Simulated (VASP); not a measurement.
Set up this calculation in VASP 6.6.1, as the native input.

```yaml
Task: single point
Functional: PBE
Potentials_or_basis: VASP PAW PBE potentials, release 64 (Dy_3, Ga_d, S), 4f in core
Cutoff: 500 eV
k_mesh: 3 × 3 × 3
Occupations: gaussian, width 0.2 eV
Spin: no spin polarisation
Dipole_correction: no
Mended: yes
Further_INCAR_settings: ALGO = Normal; EDIFF = 1e-06; NBANDS = 35
```

The structure of Dy3GaS2 lies in POSCAR:

```
Dy3GaS2
1.0
    5.4617056766      0.0000000000      0.0000000000
    0.0000000000      5.4617056766      0.0000000000
    0.0000000000      0.0000000000      5.3786080993
Dy Ga S
3 1 2
Direct
    0.0000000000      0.5000000000      0.5805860872
    0.5000000000      0.0000000000      0.4194139128
    0.5000000000      0.5000000000      0.0000000000
    0.0000000000      0.0000000000      0.5000000000
    0.0000000000      0.0000000000      0.0000000000
    0.5000000000      0.5000000000      0.5000000000
```

The cell was built from a structure type or drawn by symmetry, and may not be a known phase.

The input as run:

INCAR

```
SYSTEM = Dy3GaS2
PREC = Accurate ; ENCUT = 500
EDIFF = 1E-6 ; ISMEAR = 0
SIGMA = 0.2 ; LREAL = .False.
LASPH = .True. ; NELM = 200
ALGO = Normal ; ISIF = 2
LWAVE = .False. ; LCHARG = .True.
GGA = PE ; LELF = .True.
LVHAR = .True. ; NBANDS = 35
GGA_COMPAT = .False. ; LMAXMIX = 6
```

KPOINTS

```
regular mesh
0
Gamma
  3 3 3
  0 0 0
```

Potentials or basis: VASP PAW PBE potentials, release 64 (Dy_3, Ga_d, S), 4f in core.

The run is started by

```sh
$ cat potpaw_PBE.64/Dy_3/POTCAR potpaw_PBE.64/Ga_d/POTCAR potpaw_PBE.64/S/POTCAR > POTCAR
$ mpirun -np 1 vasp_std > vasp.out
```

Results of the run:

| Property | Result |
| --- | --- |
| Pressure | -0.5 GPa |
| Largest force | 0.028 eV/Å |
| Band gap on the k mesh | zero (bands 26 and 27 overlap by 0.60 eV) |

Caveat: the k points lie up to 0.39 Å⁻¹ apart, too coarse for converged energies and pressures of a metal; spin-orbit coupling is left out, which moves the levels of the heavy elements; the 4f electrons are frozen in the core, so they carry no moment and show no levels; the run has no spin polarisation, though such a crystal can be magnetic.

It took 35 s on 1 thread of Intel(R) Xeon(R) Platinum 8488C (Sapphire Rapids), with other jobs on the host, peak memory 0.25 GiB.
